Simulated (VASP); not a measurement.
# Sb (Pm-3m) in VASP: further runs

The runs below take Sb through single point, with PBE0.

All numbers are computed with VASP 6.6.1; they aren't measurements. Logs are shortened: lines on timing, memory, paths and dates and some standing lists are left out, and cuts for length are marked.

## (1) The cell of the first run

The structure is cubic, space group Pm-3m (No. 221). Conventional cell: a = 3.160 Å, b = 3.160 Å, c = 3.160 Å, α = 90.00°, β = 90.00°, γ = 90.00°. Within 4.2 Å of Sb (site symmetry m-3m) lie 6 Sb at 3.16 Å.

This isn't the form of Sb at room conditions, which is rhombohedral.

## (2) Single point, PBE0

The input, POSCAR:

```
Sb
1.0
    3.1600000000      0.0000000000      0.0000000000
    0.0000000000      3.1600000000      0.0000000000
    0.0000000000      0.0000000000      3.1600000000
Sb
1
Direct
    0.0000000000      0.0000000000      0.0000000000
```

The input, INCAR.step1:

```
PREC = Accurate
ENCUT = 520
EDIFF = 1E-5
ISMEAR = -1
SIGMA = 0.05
LREAL = False
LASPH = True
NELM = 100
ALGO = Normal
ISIF = 2
LWAVE = True
LCHARG = False
NBANDS = 8
GGA = PE
```

The input, INCAR.step2:

```
PREC = Accurate
ENCUT = 520
EDIFF = 1E-6
ISMEAR = -1
SIGMA = 0.05
LREAL = False
LASPH = True
NELM = 100
ALGO = Normal
ISIF = 2
LWAVE = False
LCHARG = False
GGA = PE
LHFCALC = True
AEXX = 0.25
PRECFOCK = Normal
NBANDS = 8
ISTART = 1
```

The input, KPOINTS:

```
regular mesh
0
Gamma
  6 6 6
```

Potentials or basis: VASP PAW PBE potentials, release 64 (Sb).

Command:

```
cat potpaw_PBE.64/Sb/POTCAR > POTCAR
cp INCAR.step1 INCAR
mpirun -np 1 vasp_std > vasp.out
cp INCAR.step2 INCAR
mpirun -np 1 vasp_std > vasp.out
```

OUTCAR:

```text
PREC = Accurate
   ENCUT = 520
   EDIFF = 1E-6
   ISMEAR = -1
   LREAL = False
   LASPH = True
   NELM = 100
   ISIF = 2
   GGA = PE
   LHFCALC = True
   AEXX = 0.25
   PRECFOCK = Normal
   ISTART = 1

 ion  position               nearest neighbor table
   1  0.000  0.000  0.000-

  LATTYP: Found a simple cubic cell.
 ALAT       =     3.1600000000

  Lattice vectors:

 A1 = (   3.1600000000,   0.0000000000,   0.0000000000)
 A2 = (   0.0000000000,   3.1600000000,   0.0000000000)
 A3 = (   0.0000000000,   0.0000000000,   3.1600000000)

Analysis of symmetry for initial positions (statically):
=====================================================================
 Subroutine PRICEL returns:
 Original cell was already a primitive cell.

 Routine SETGRP: Setting up the symmetry group for a
 simple cubic supercell.

 Subroutine GETGRP returns: Found 48 space group operations
 (whereof 48 operations were pure point group operations)
 out of a pool of 48 trial point group operations.

The static configuration has the point symmetry O_h .

Analysis of symmetry for dynamics (positions and initial velocities):
=====================================================================
 Subroutine PRICEL returns:
 Original cell was already a primitive cell.

 Routine SETGRP: Setting up the symmetry group for a
 simple cubic supercell.

 Subroutine GETGRP returns: Found 48 space group operations
 (whereof 48 operations were pure point group operations)
 out of a pool of 48 trial point group operations.

The dynamic configuration has the point symmetry O_h .

 Subroutine INISYM returns: Found 48 space group operations
 (whereof 48 operations are pure point group operations),
 and found     1 'primitive' translations

----------------------------------------------------------------------------------------

                                     Primitive cell

  volume of cell :      31.5545

  direct lattice vectors                    reciprocal lattice vectors
     3.160000000  0.000000000  0.000000000     0.316455696  0.000000000  0.000000000
     0.000000000  3.160000000  0.000000000     0.000000000  0.316455696  0.000000000
     0.000000000  0.000000000  3.160000000     0.000000000  0.000000000  0.316455696

  length of vectors
     3.160000000  3.160000000  3.160000000     0.316455696  0.316455696  0.316455696

  position of ions in fractional coordinates (direct lattice)
     0.000000000  0.000000000  0.000000000

  ion indices of the primitive-cell ions
   primitive index   ion index
                 1           1

----------------------------------------------------------------------------------------

 KPOINTS: regular mesh

Automatic generation of k-mesh.
 Grid dimensions read from file:
 generate k-points for:    6    6    6

 Generating k-lattice:

  Cartesian coordinates                     Fractional coordinates (reciprocal lattice)
     0.052742616  0.000000000  0.000000000     0.166666667  0.000000000  0.000000000
     0.000000000  0.052742616  0.000000000     0.000000000  0.166666667  0.000000000
     0.000000000  0.000000000  0.052742616     0.000000000  0.000000000  0.166666667

  Length of vectors
     0.052742616  0.052742616  0.052742616

  Shift w.r.t. Gamma in fractional coordinates (k-lattice)
     0.000000000  0.000000000  0.000000000

 Subroutine IBZKPT returns following result:
 ===========================================

 Found     20 irreducible k-points:

 Following reciprocal coordinates:
            Coordinates               Weight
  0.000000  0.000000  0.000000      1.000000
  0.166667  0.000000  0.000000      6.000000
  0.333333  0.000000  0.000000      6.000000
  0.500000  0.000000  0.000000      3.000000
  0.166667  0.166667  0.000000     12.000000
  0.333333  0.166667  0.000000     24.000000
[... 12 lines left out ...]
  0.500000  0.500000  0.333333      6.000000
  0.500000  0.500000  0.500000      1.000000
   k-points           NKPTS =     20   k-points in BZ     NKDIM =    216   number of bands    NBANDS=      8
   number of dos      NEDOS =    301   number of ions     NIONS =      1
   total plane-waves  NPLWV =  13824
   dimension x,y,z NGX =    24 NGY =   24 NGZ =   24
   dimension x,y,z NGXF=    48 NGYF=   48 NGZF=   48
   ions per type =               1
   NGX,Y,Z   is equivalent  to a cutoff of  12.63, 12.63, 12.63 a.u.
   NGXF,Y,Z  is equivalent  to a cutoff of  25.25, 25.25, 25.25 a.u.
 SYSTEM =  unknown system
   PREC   = accura    normal or accurate (medium, high low for compatibility)
   ISTART =      1    job   : 0-new  1-cont  2-samecut
   ICHARG =      0    charge: 1-file 2-atom 10-const
   ISPIN  =      1    spin polarized calculation?
   LNONCOLLINEAR =      F non collinear calculations
   LSORBIT =      F    spin-orbit coupling
   LASPH  =      T    aspherical Exc in radial PAW
   ENCUT  =  520.0 eV  38.22 Ry    6.18 a.u.   5.88  5.88  5.88*2*pi/ulx,y,z
   NELM   =    100;   NELMIN=  2; NELMDL=  0     # of ELM steps
   EDIFF  = 0.1E-05   stopping-criterion for ELM
   LREAL  =      F    real-space projection
   EDIFFG = 0.1E-04   stopping-criterion for IOM
   NSW    =      0    number of steps for IOM
   IBRION =     -1    ionic relax: 0-MD 1-quasi-New 2-CG
   NFREE  =      0    steps in history (QN), initial steepest desc. (CG)
   ISIF   =      2    stress and relaxation
   ISYM   =      3    0-nonsym 1-usesym 2-fastsym
   POTIM  = 0.5000    time-step for ionic-motion
   TEBEG  =    0.0;   TEEND  =   0.0 temperature during run
   PSTRESS=    0.0 pullay stress
   NELECT =       5.0000    total number of electrons
   NUPDOWN=      -1.0000    fix difference up-down
   EMIN   =  10.00;   EMAX   =-10.00  energy-range for DOS
   EFERMI =   0.00;   METHOD = LEGACY
   ISMEAR =    -1;   SIGMA  =   0.05  broadening in eV -4-tet -1-fermi 0-gaus
   EFERMI_NEDOS =   21; number of points for ismear=-14 and -15
   IALGO  =     38    algorithm
   IMIX   =      1    mixing-type and parameters
     AMIX     =   0.40;   BMIX     =  1.00
     AMIX_MAG =   1.60;   BMIX_MAG =  1.00
  volume/ion in A,a.u.               =      31.55       212.94
  Fermi-wavevector in a.u.,A,eV,Ry     =   0.885886  1.674081 10.677766  0.784794
  Thomas-Fermi vector in A             =   2.006979
   LORBIT       =      0    0 simple, 1 ext, 2 COOP (PROOUT), +10 PAW based schemes
   GGA     = PE    functional components
   LHFCALC =     T    Hartree Fock is set to
   PRECFOCK=normal    Normal, Fast or Accurate (Low or Medium for compatibility)
   ENCUT4O =  -1.0   cutoff for four orbital integrals eV
   NKREDX  =     1    reduce k-point grid by
   NKREDY  =     1    reduce k-point grid by
   NKREDZ  =     1    reduce k-point grid by
   AEXX    =    0.2500 exact exchange contribution
   HFSCREEN=    0.0000 screening length (either q_TF or 0.3 A-1)
   HFSCREENC=   0.0000 screening length for correlation (either q_TF or 0.3 A-1)
   ENCUTFOCK=  -1.0 apply spherical cutoff to Coloumb kernel
   IVDW    =     0    specifies the selected vdW correction
   LEPSILON=     F    determine dielectric tensor
   LRPA    =     F    only Hartree local field effects (RPA)
 non-spin polarized calculation
  energy-cutoff  :      520.00
  volume of cell :       31.55
 maximum number of plane-waves:       872
 NGX is ok and might be reduce to    24
  NGX = 18; NGY = 18; NGZ = 18

 number of electron       5.0000001 magnetization

 Free energy of the ion-electron system (eV)
  ---------------------------------------------------
  ext. energy  EPLUGINS =         0.00000000
  ---------------------------------------------------
  free energy    TOTEN  =        -5.54662534 eV

  energy without entropy =       -5.54653676  energy(sigma->0) =       -5.54658105

 E-fermi :   6.5819     XC(G=0):  -7.4492

 val. band max:        6.2578334431   @ k =   0.1667   0.0000   0.0000
 cond. band min:       6.9468655527   @ k =   0.5000   0.5000   0.3333
 fundamental gap:      0.6890321096
 Fermi energy:         6.5818871102

 k-point     1 :       0.0000    0.0000    0.0000
  band No.  band energies     occupation
      1      -7.5040      2.00000
      2      10.2909      0.00000
      3      10.2909      0.00000
      4      10.2909      0.00000
      5      14.0293      0.00000
      6      14.0293      0.00000
      7      15.1943      0.00000
      8      24.7498      0.00000

 k-point     2 :       0.1667    0.0000    0.0000
  band No.  band energies     occupation
      1      -7.0876      2.00000
      2       6.2578      1.99694
      3      10.7122      0.00000
      4      10.7122      0.00000
      5      14.3756      0.00000
      6      15.1234      0.00000
      7      18.3536      0.00000
      8      22.5616      0.00000

 k-point     3 :       0.3333    0.0000    0.0000
  band No.  band energies     occupation
      1      -5.9420      2.00000
      2       1.9807      2.00000
      3      11.6819      0.00000
      4      11.6819      0.00000
      5      15.2962      0.00000
      6      16.2769      0.00000
      7      19.9122      0.00000
      8      19.9122      0.00000

 k-point     4 :       0.5000    0.0000    0.0000
  band No.  band energies     occupation
      1      -4.9813      2.00000
      2      -0.0770      2.00000
      3      12.3296      0.00000
      4      12.3296      0.00000
      5      16.1143      0.00000
      6      17.8986      0.00000
      7      18.5535      0.00000
      8      18.6689      0.00000

 k-point     5 :       0.1667    0.1667    0.0000
  band No.  band energies     occupation
      1      -6.6715      2.00000
      2       6.9493      0.00129
      3       7.3140      0.00000
      4      11.1075      0.00000
      5      15.0695      0.00000
      6      18.2984      0.00000
      7      18.3055      0.00000
      8      20.0891      0.00000
[... 133 lines left out ...]
 k-point    18 :       0.5000    0.3333    0.3333
  band No.  band energies     occupation
      1      -1.7309      2.00000
      2       2.7239      2.00000
      3       5.2669      2.00000
      4       6.1600      1.99957
      5      11.9152      0.00000
      6      12.7678      0.00000
      7      14.8715      0.00000
      8      18.0357      0.00000

 k-point    19 :       0.5000    0.5000    0.3333
  band No.  band energies     occupation
      1      -0.6141      2.00000
      2       3.4203      2.00000
      3       3.4203      2.00000
      4       6.9469      0.00135
      5      10.8176      0.00000
      6      13.3975      0.00000
      7      13.3975      0.00000
      8      16.2657      0.00000

 k-point    20 :       0.5000    0.5000    0.5000
  band No.  band energies     occupation
      1       0.6826      2.00000
      2       4.1122      2.00000
      3       4.1122      2.00000
      4       4.1122      2.00000
      5      11.9768      0.00000
      6      11.9768      0.00000
      7      11.9768      0.00000
      8      14.3162      0.00000

------------------------ aborting loop because EDIFF is reached ----------------------------------------

  FORCE on cell =-STRESS in cart. coord.  units (eV):
  Direction    XX          YY          ZZ          XY          YZ          ZX
  --------------------------------------------------------------------------------------
  -------------------------------------------------------------------------------------
  Total       -0.8206441     -0.8206441     -0.8206441      0.0000000     -0.0000000      0.0000000
  in kB      -41.6681463    -41.6681463    -41.6681463      0.0000000     -0.0000000      0.0000000
  external PRESSURE =     -41.6681463 kB  Pullay stress =       0.0000000 kB

 VOLUME and BASIS-vectors are now :
 -----------------------------------------------------------------------------
  energy-cutoff  :      520.00
  volume of cell :       31.55
      direct lattice vectors                 reciprocal lattice vectors
     3.160000000  0.000000000  0.000000000     0.316455696  0.000000000  0.000000000
     0.000000000  3.160000000  0.000000000     0.000000000  0.316455696  0.000000000
     0.000000000  0.000000000  3.160000000     0.000000000  0.000000000  0.316455696

 POSITION                                       TOTAL-FORCE (eV/Angst)
 -----------------------------------------------------------------------------------
      0.00000      0.00000      0.00000         0.000000      0.000000      0.000000
 -----------------------------------------------------------------------------------
    total drift:                                0.000000      0.000000      0.000000

  FREE ENERGIE OF THE ION-ELECTRON SYSTEM (eV)
  ---------------------------------------------------
  free  energy   TOTEN  =        -5.5466253426 eV

  energy  without entropy=       -5.5465367586  energy(sigma->0) =       -5.54658105
```

Wall time 2.6 min (1 thread of Intel Xeon 6975P-C (Granite Rapids), shared host); peak memory 0.15 GiB.

Results:

```
Free energy            : -5.5466 eV
Pressure               : -4.2 GPa
Band gap on the k mesh : zero (an odd number of electrons rules out a gap without spin polarisation)
```

Levels at points of the mesh, in eV from the Fermi level:
| k point | band 1 | band 2 | band 3 | band 4 | band 5 |
| --- | --- | --- | --- | --- | --- |
| (0.00, 0.00, 0.00) | -14.09 | 3.71 | 3.71 | 3.71 | 7.45 |
| (0.50, 0.00, 0.00) | -11.56 | -6.66 | 5.75 | 5.75 | 9.53 |
| (0.50, 0.50, 0.00) | -8.90 | -4.52 | -4.52 | 2.72 | 7.73 |
| (0.50, 0.50, 0.50) | -5.90 | -2.47 | -2.47 | -2.47 | 5.39 |

Caveat: the cell stands under tension; the PAW data sets were made with another functional, which shifts forces and pressure a little; spin-orbit coupling is left out, which moves the levels of the heavy elements.

## (3) Single point, PBE0

This run uses another cell than the first one, of 32.19 Å³/atom.

The input, POSCAR:

```
Sb
1.0
    3.1809277622      0.0000000000      0.0000000000
    0.0000000000      3.1809277622      0.0000000000
    0.0000000000      0.0000000000      3.1809277622
Sb
1
Direct
    0.0000000000      0.0000000000      0.0000000000
```

The input, INCAR.step1:

```
SYSTEM = Sb
PREC     = Accurate       ! precision mode
ENCUT    = 520            ! plane-wave cutoff, eV
EDIFF    = 1E-5           ! SCF threshold, eV
ISMEAR   = -1             ! smearing method
SIGMA    = 0.05           ! smearing width, eV
LREAL    = .FALSE.        ! projectors in reciprocal space
LASPH    = .TRUE.         ! aspherical terms in the spheres
NELM     = 100            ! most SCF steps
ALGO     = Normal         ! electronic algorithm
ISIF     = 2              ! what is computed and relaxed
LWAVE    = .TRUE.         ! write WAVECAR
LCHARG   = .FALSE.        ! write CHGCAR
GGA      = PE             ! functional
NBANDS   = 8              ! bands
```

The input, INCAR.step2:

```
SYSTEM = Sb
PREC     = Accurate       ! precision mode
ENCUT    = 520            ! plane-wave cutoff, eV
EDIFF    = 1E-6           ! SCF threshold, eV
ISMEAR   = -1             ! smearing method
SIGMA    = 0.05           ! smearing width, eV
LREAL    = .FALSE.        ! projectors in reciprocal space
LASPH    = .TRUE.         ! aspherical terms in the spheres
NELM     = 100            ! most SCF steps
ALGO     = Normal         ! electronic algorithm
ISIF     = 2              ! what is computed and relaxed
LWAVE    = .FALSE.        ! write WAVECAR
LCHARG   = .FALSE.        ! write CHGCAR
GGA      = PE             ! functional
LHFCALC  = .TRUE.         ! exact exchange
AEXX     = 0.25           ! exact-exchange fraction
PRECFOCK = Normal       
ISTART   = 1            
NBANDS   = 8              ! bands
```

The input, KPOINTS:

```
Automatic mesh
0
G
  6 6 6
  0 0 0
```

Potentials or basis: VASP PAW PBE potentials, release 64 (Sb).

Command:

```
cat potpaw_PBE.64/Sb/POTCAR > POTCAR
cp INCAR.step1 INCAR
mpirun -np 1 vasp_std > vasp.out
cp INCAR.step2 INCAR
mpirun -np 1 vasp_std > vasp.out
```

Run time: 2.5 min. Hardware: 1 thread of Intel Xeon 6975P-C (Granite Rapids), shared host; peak memory 0.15 GiB.

Results (log left out):

| Item | Value |
| --- | --- |
| Free energy | -5.5284 eV |
| Pressure | -5.1 GPa |
| Band gap on the k mesh | zero (an odd number of electrons rules out a gap without spin polarisation) |

Levels at points of the mesh, in eV from the Fermi level:
```csv
k point,band 1,band 2,band 3,band 4,band 5,band 6,band 7
"(0.00, 0.00, 0.00)",-13.93,3.65,3.65,3.65,7.43,7.43,8.49
"(0.50, 0.00, 0.00)",-11.48,-6.51,5.63,5.63,9.48,11.25,11.80
"(0.50, 0.50, 0.00)",-8.91,-4.43,-4.43,2.80,7.54,13.11,13.86
"(0.50, 0.50, 0.50)",-6.02,-2.42,-2.42,-2.42,5.43,5.43,5.43
```

Caveat: the cell stands under tension; the PAW data sets were made with another functional, which shifts forces and pressure a little; spin-orbit coupling is left out, which moves the levels of the heavy elements.
